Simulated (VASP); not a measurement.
# P (Im-3m) in VASP: notebook

Runs on P. Level: PBE. Tasks: relaxation of cell and atoms.

All numbers are computed with VASP 6.6.1; they aren't measurements. Logs are shortened: lines on timing, memory, paths and dates and some standing lists are left out, and cuts for length are marked.

**1. The cell of the first run**

Symmetry: Im-3m, No. 229, cubic system. The conventional cell has a = 2.416 Å, b = 2.416 Å, c = 2.416 Å, α = 90.00°, β = 90.00°, γ = 90.00°. Within 2.8 Å of P (site symmetry m-3m) lie 14 P at 2.09 to 2.42 Å.

This isn't the form of P at room conditions, which is orthorhombic.

**2. Relaxation of cell and atoms, PBE, target pressure 270 GPa, at which the enthalpy is minimised**

The input, INCAR:

```
SYSTEM = P
PREC = Accurate ; ENCUT = 600
EDIFF = 1E-7 ; ISMEAR = -1
SIGMA = 0.1 ; LREAL = .FALSE.
LASPH = .TRUE. ; NELM = 80
ALGO = Normal ; ISIF = 3
LWAVE = .FALSE. ; LCHARG = .FALSE.
GGA = PE ; IBRION = 2
NSW = 60 ; EDIFFG = -0.005
PSTRESS = 2700.0
```

The input, KPOINTS:

```
regular mesh
0
G
  22 22 22
  0 0 0
```

The input, POSCAR:

```
P
1.0
   -1.2080257730      1.2080257730      1.2080257730
    1.2080257730     -1.2080257730      1.2080257730
    1.2080257730      1.2080257730     -1.2080257730
P
1
Direct
    0.0000000000      0.0000000000      0.0000000000
```

Potentials or basis: VASP PAW PBE potentials, release 64 (P).

Launch:

```sh
$ cat potpaw_PBE.64/P/POTCAR > POTCAR
$ mpirun -np 1 vasp_std > vasp.out
```

OUTCAR:

```text
SYSTEM = P
   PREC = Accurate
   ENCUT = 600
   EDIFF = 1E-7
   ISMEAR = -1
   LREAL = .FALSE.
   LASPH = .TRUE.
   NELM = 80
   ISIF = 3
   GGA = PE
   IBRION = 2
   NSW = 60
   EDIFFG = -0.005
   PSTRESS = 2700.0

 ion  position               nearest neighbor table
   1  0.000  0.000  0.000-

  LATTYP: Found a body centered cubic cell.
 ALAT       =     2.4160515460

  Lattice vectors:

 A1 = (  -1.2080257730,   1.2080257730,   1.2080257730)
 A2 = (   1.2080257730,  -1.2080257730,   1.2080257730)
 A3 = (   1.2080257730,   1.2080257730,  -1.2080257730)

Analysis of symmetry for initial positions (statically):
=====================================================================
 Subroutine PRICEL returns:
 Original cell was already a primitive cell.

 Routine SETGRP: Setting up the symmetry group for a
 body centered cubic supercell.

 Subroutine GETGRP returns: Found 48 space group operations
 (whereof 48 operations were pure point group operations)
 out of a pool of 48 trial point group operations.

The static configuration has the point symmetry O_h .

Analysis of symmetry for dynamics (positions and initial velocities):
=====================================================================
 Subroutine PRICEL returns:
 Original cell was already a primitive cell.

 Routine SETGRP: Setting up the symmetry group for a
 body centered cubic supercell.

 Subroutine GETGRP returns: Found 48 space group operations
 (whereof 48 operations were pure point group operations)
 out of a pool of 48 trial point group operations.

The dynamic configuration has the point symmetry O_h .

 Subroutine INISYM returns: Found 48 space group operations
 (whereof 48 operations are pure point group operations),
 and found     1 'primitive' translations

----------------------------------------------------------------------------------------

                                     Primitive cell

  volume of cell :       7.0516

  direct lattice vectors                    reciprocal lattice vectors
    -1.208025773  1.208025773  1.208025773     0.000000000  0.413898454  0.413898454
     1.208025773 -1.208025773  1.208025773     0.413898454  0.000000000  0.413898454
[... 88 lines left out ...]
   NFREE  =      1    steps in history (QN), initial steepest desc. (CG)
   ISIF   =      3    stress and relaxation
   ISYM   =      2    0-nonsym 1-usesym 2-fastsym
   POTIM  = 0.5000    time-step for ionic-motion
   TEBEG  =    0.0;   TEEND  =   0.0 temperature during run
   PSTRESS= 2700.0 pullay stress
   NELECT =       5.0000    total number of electrons
   NUPDOWN=      -1.0000    fix difference up-down
   EMIN   =  10.00;   EMAX   =-10.00  energy-range for DOS
   EFERMI =   0.00;   METHOD = LEGACY
   ISMEAR =    -1;   SIGMA  =   0.10  broadening in eV -4-tet -1-fermi 0-gaus
   EFERMI_NEDOS =   21; number of points for ismear=-14 and -15
   IALGO  =     38    algorithm
   IMIX   =      4    mixing-type and parameters
     AMIX     =   0.40;   BMIX     =  1.00
     AMIX_MAG =   1.60;   BMIX_MAG =  1.00
  volume/ion in A,a.u.               =       7.05        47.59
  Fermi-wavevector in a.u.,A,eV,Ry     =   1.459829  2.758677 28.995383  2.131101
  Thomas-Fermi vector in A             =   2.576350
   LORBIT       =      0    0 simple, 1 ext, 2 COOP (PROOUT), +10 PAW based schemes
   GGA     = PE    functional components
   LHFCALC =     F    Hartree Fock is set to
   AEXX    =    0.0000 exact exchange contribution
   IVDW    =     0    specifies the selected vdW correction
   LEPSILON=     F    determine dielectric tensor
   LRPA    =     F    only Hartree local field effects (RPA)
 conjugate gradient relaxation of ions
 non-spin polarized calculation
  energy-cutoff  :      600.00
  volume of cell :        7.05
 maximum number of plane-waves:       243
 NGX is ok and might be reduce to    18
   NGX =  9   NGY =  9   NGZ =  9

--------------------------------------- Ionic step        1  -------------------------------------------

 number of electron       4.9999999 magnetization

 Free energy of the ion-electron system (eV)
  ---------------------------------------------------
  ext. energy  EPLUGINS =         0.00000000
  ---------------------------------------------------
  free energy    TOTEN  =        -1.25039447 eV

  energy without entropy =       -1.23997917  energy(sigma->0) =       -1.24518682

------------------------ aborting loop because EDIFF is reached ----------------------------------------

  FORCE on cell =-STRESS in cart. coord.  units (eV):
  Direction    XX          YY          ZZ          XY          YZ          ZX
  --------------------------------------------------------------------------------------
  -------------------------------------------------------------------------------------
  Total       12.4590302     12.4590302     12.4590302     -0.0000000     -0.0000000     -0.0000000
  in kB     2830.7807271   2830.7807271   2830.7807271     -0.0000000     -0.0000000     -0.0000000
  external PRESSURE =     130.7807271 kB  Pullay stress =    2700.0000000 kB
[... 98 lines left out ...]
--------------------------------------- Ionic step        4  -------------------------------------------

 number of electron       4.9999999 magnetization

 Free energy of the ion-electron system (eV)
  ---------------------------------------------------
  ext. energy  EPLUGINS =         0.00000000
  ---------------------------------------------------
  free energy    TOTEN  =        -1.41533649 eV

  energy without entropy =       -1.40484557  energy(sigma->0) =       -1.41009103

 E-fermi :  23.0963     XC(G=0): -14.7979

 val. band max:       23.0689496586   @ k =   0.3636   0.1364  -0.0000
 cond. band min:      23.1196335249   @ k =   0.2727   0.2727   0.0909
 fundamental gap:      0.0506838663
 Fermi energy:        23.0962983605

 k-point     1 :       0.0000    0.0000    0.0000
  band No.  band energies     occupation
      1      -2.8053      2.00000
      2      37.2665      0.00000
      3      37.2665      0.00000
      4      37.2665      0.00000
      5      40.3942      0.00000
      6      40.3942      0.00000
[... 199 lines left out ...]
 k-point    24 :       0.1364    0.0909   -0.0000
  band No.  band energies     occupation
      1      -0.9143      2.00000
      2      27.6765      0.00000
      3      29.5724      0.00000
      4      33.1781      0.00000
      5      38.5605      0.00000
      6      39.7530      0.00000

 [... further k-points ...]

------------------------ aborting loop because EDIFF is reached ----------------------------------------

  FORCE on cell =-STRESS in cart. coord.  units (eV):
  Direction    XX          YY          ZZ          XY          YZ          ZX
  --------------------------------------------------------------------------------------
  -------------------------------------------------------------------------------------
  Total       12.0442876     12.0442876     12.0442876      0.0000000      0.0000000     -0.0000000
  in kB     2699.9486021   2699.9486021   2699.9486021      0.0000000      0.0000000     -0.0000000
  external PRESSURE =      -0.0513979 kB  Pullay stress =    2700.0000000 kB
[... 20 lines left out ...]
  energy  without entropy=       -1.4048455695  energy(sigma->0) =       -1.41009103

  enthalpy is  TOTEN    =        10.6291803706 eV   P V=       12.0445168635

 reached required accuracy - stopping structural energy minimisation
```

OSZICAR:

```text
N       E                     dE             d eps       ncg     rms          rms(c)
DAV:   1     0.562982082144E+01    0.56298E+01   -0.29561E+03  4656   0.746E+02
[... 27 lines left out ...]
DAV:   6    -0.142059077696E+01    0.13318E-06   -0.14519E-08  4800   0.179E-03    0.260E-03
DAV:   7    -0.142059070303E+01    0.73923E-07   -0.19880E-10  2154   0.149E-04
   3 F= 0.10629185E+02 E0= 0.10634431E+02  d E =-.384962E-02
       N       E                     dE             d eps       ncg     rms          rms(c)
DAV:   1    -0.141533669921E+01    0.52541E-02   -0.29530E-05  4746   0.415E-02    0.152E-02
DAV:   2    -0.141533647611E+01    0.22310E-06   -0.17685E-07  4482   0.514E-03    0.817E-03
DAV:   3    -0.141533649292E+01   -0.16808E-07   -0.18093E-07  3486   0.355E-03
   4 F= 0.10629180E+02 E0= 0.10634426E+02  d E =-.385409E-02
```

Wall time 49 s (1 thread of Intel Xeon 8259CL, shared host); peak memory 0.13 GiB.

What came out:

| Property | Result |
| --- | --- |
| Free energy | -1.4153 eV |
| Relaxed volume | 7.15 Å³/atom |
| Relaxed cell | a = 2.102 Å, b = 2.102 Å, c = 2.102 Å, α = 109.47°, β = 109.47°, γ = 109.47° |
| Space group after relaxing (to 0.1 Å) | Im-3m (No. 229) |
| Energy change on relaxing (the run minimises the enthalpy) | -164.9 meV/atom |
| Ionic steps | 4 |
| Pressure after relaxing | 270.0 GPa |
| Band gap on the k mesh | zero (an odd number of electrons rules out a gap without spin polarisation) |

Step by step:
```tsv
step	energy change (eV)	largest force (eV/Å)	pressure (GPa)	volume (Å³)
1	0.0000	0.0000	283.08	7.05
2	-0.9230	0.0000	210.61	7.66
3	-0.1702	0.0000	269.58	7.15
4	-0.1649	0.0000	269.99	7.15
```

Final structure:
```
P
1.0
    -1.21346    1.21346    1.21346
     1.21346   -1.21346    1.21346
     1.21346    1.21346   -1.21346
P
1
Direct
  0.00000 0.00000 0.00000
```

Caveat: the cell is relaxed towards a set pressure, so the run minimises the enthalpy, not the energy.

**3. Relaxation of cell and atoms, PBE, target pressure 270 GPa, at which the enthalpy is minimised**

This run uses another cell than the first one, of 7.18 Å³/atom.

The input, INCAR:

```
PREC = Accurate
ENCUT = 600
EDIFF = 1E-6
ISMEAR = -1
SIGMA = 0.1
LREAL = False
LASPH = True
NELM = 100
ALGO = Normal
ISIF = 3
LWAVE = False
LCHARG = False
GGA = PE
IBRION = 2
NSW = 32
EDIFFG = -0.005
PSTRESS = 2700.0
```

The input, KPOINTS:

```
Automatic mesh
0
Gamma
  22 22 22
```

The input, POSCAR:

```
P
1.0
   -1.2150918865      1.2150918865      1.2150918865
    1.2150918865     -1.2150918865      1.2150918865
    1.2150918865      1.2150918865     -1.2150918865
P
1
Direct
    0.0000000000      0.0000000000      0.0000000000
```

Potentials or basis: VASP PAW PBE potentials, release 64 (P).

Launch:

```sh
$ cat potpaw_PBE.64/P/POTCAR > POTCAR
$ mpirun -np 1 vasp_std > vasp.out
```

OUTCAR:

```text
PREC = Accurate
   ENCUT = 600
   EDIFF = 1E-6
   ISMEAR = -1
   LREAL = False
   LASPH = True
   NELM = 100
   ISIF = 3
   GGA = PE
   IBRION = 2
   NSW = 32
   EDIFFG = -0.005
   PSTRESS = 2700.0

 ion  position               nearest neighbor table
   1  0.000  0.000  0.000-

  LATTYP: Found a body centered cubic cell.
 ALAT       =     2.4301837730

  Lattice vectors:

 A1 = (  -1.2150918865,   1.2150918865,   1.2150918865)
 A2 = (   1.2150918865,  -1.2150918865,   1.2150918865)
 A3 = (   1.2150918865,   1.2150918865,  -1.2150918865)

Analysis of symmetry for initial positions (statically):
=====================================================================
 Subroutine PRICEL returns:
 Original cell was already a primitive cell.

 Routine SETGRP: Setting up the symmetry group for a
 body centered cubic supercell.

 Subroutine GETGRP returns: Found 48 space group operations
 (whereof 48 operations were pure point group operations)
 out of a pool of 48 trial point group operations.

[... 167 lines left out ...]
  --------------------------------------------------------------------------------------
  -------------------------------------------------------------------------------------
  Total       11.9217526     11.9217526     11.9217526     -0.0000000     -0.0000000      0.0000000
  in kB     2661.7259243   2661.7259243   2661.7259243     -0.0000000     -0.0000000      0.0000000
  external PRESSURE =     -38.2740757 kB  Pullay stress =    2700.0000000 kB
[... 61 lines left out ...]
--------------------------------------- Ionic step        3  -------------------------------------------

 number of electron       4.9999999 magnetization

 Free energy of the ion-electron system (eV)
  ---------------------------------------------------
  ext. energy  EPLUGINS =         0.00000000
  ---------------------------------------------------
  free energy    TOTEN  =        -1.41589695 eV

  energy without entropy =       -1.40540565  energy(sigma->0) =       -1.41065130

 E-fermi :  23.0953     XC(G=0): -14.7977

 val. band max:       23.0679916780   @ k =   0.3636   0.1364  -0.0000
 cond. band min:      23.1185664559   @ k =   0.2727   0.2727   0.0909
 fundamental gap:      0.0505747779
 Fermi energy:        23.0953272124

 k-point     1 :       0.0000    0.0000    0.0000
  band No.  band energies     occupation
      1      -2.8056      2.00000
      2      37.2654      0.00000
      3      37.2654      0.00000
      4      37.2654      0.00000
      5      40.3924      0.00000
      6      40.3924      0.00000
[... 199 lines left out ...]
 k-point    24 :       0.1364    0.0909    0.0000
  band No.  band energies     occupation
      1      -0.9146      2.00000
      2      27.6753      0.00000
      3      29.5712      0.00000
      4      33.1768      0.00000
      5      38.5591      0.00000
      6      39.7515      0.00000

 [... further k-points ...]

------------------------ aborting loop because EDIFF is reached ----------------------------------------

  FORCE on cell =-STRESS in cart. coord.  units (eV):
  Direction    XX          YY          ZZ          XY          YZ          ZX
  --------------------------------------------------------------------------------------
  -------------------------------------------------------------------------------------
  Total       12.0432579     12.0432579     12.0432579      0.0000000      0.0000000     -0.0000000
  in kB     2699.6086755   2699.6086755   2699.6086755      0.0000000      0.0000000     -0.0000000
  external PRESSURE =      -0.3913245 kB  Pullay stress =    2700.0000000 kB
[... 20 lines left out ...]
  energy  without entropy=       -1.4054056481  energy(sigma->0) =       -1.41065130

  enthalpy is  TOTEN    =        10.6291066995 eV   P V=       12.0450036466

 reached required accuracy - stopping structural energy minimisation
```

Run time: 36 s. Hardware: 1 thread of Intel Xeon 8259CL, shared host; peak memory 0.13 GiB.

What came out:

```
Free energy                                                : -1.4159 eV
Relaxed volume                                             : 7.15 Å³/atom
Relaxed cell                                               : a = 2.102 Å, b = 2.102 Å, c = 2.102 Å, α = 109.47°, β = 109.47°, γ = 109.47°
Space group after relaxing (to 0.1 Å)                      : Im-3m (No. 229)
Energy change on relaxing (the run minimises the enthalpy) : +47.8 meV/atom
Ionic steps                                                : 3
Pressure after relaxing                                    : 270.0 GPa
Band gap on the k mesh                                     : zero (an odd number of electrons rules out a gap without spin polarisation)
```

Step by step:
```tsv
step	energy change (eV)	largest force (eV/Å)	pressure (GPa)	volume (Å³)
1	0.0000	0.0000	266.17	7.18
2	0.3065	0.0000	290.43	7.00
3	0.0478	0.0000	269.96	7.15
```

Final structure:
```
CELL_PARAMETERS angstrom
-1.21348 1.21348 1.21348
1.21348 -1.21348 1.21348
1.21348 1.21348 -1.21348
ATOMIC_POSITIONS crystal
P 0.00000 0.00000 0.00000
```

Levels at points of the mesh, in eV from the Fermi level:
```tsv
k point	band 1	band 2	band 3	band 4	band 5	band 6
(0.00, 0.00, 0.00)	-25.90	14.17	14.17	14.17	17.30	17.30
(0.50, 0.00, 0.00)	-14.80	-13.38	6.07	6.21	9.82	12.64
(0.50, 0.50, 0.50)	-4.41	-4.41	-4.41	-2.40	-2.40	4.15
```

Caveat: the cell is relaxed towards a set pressure, so the run minimises the enthalpy, not the energy.

The gap in the log of VASP goes by the Fermi energy; the results here count the filled bands.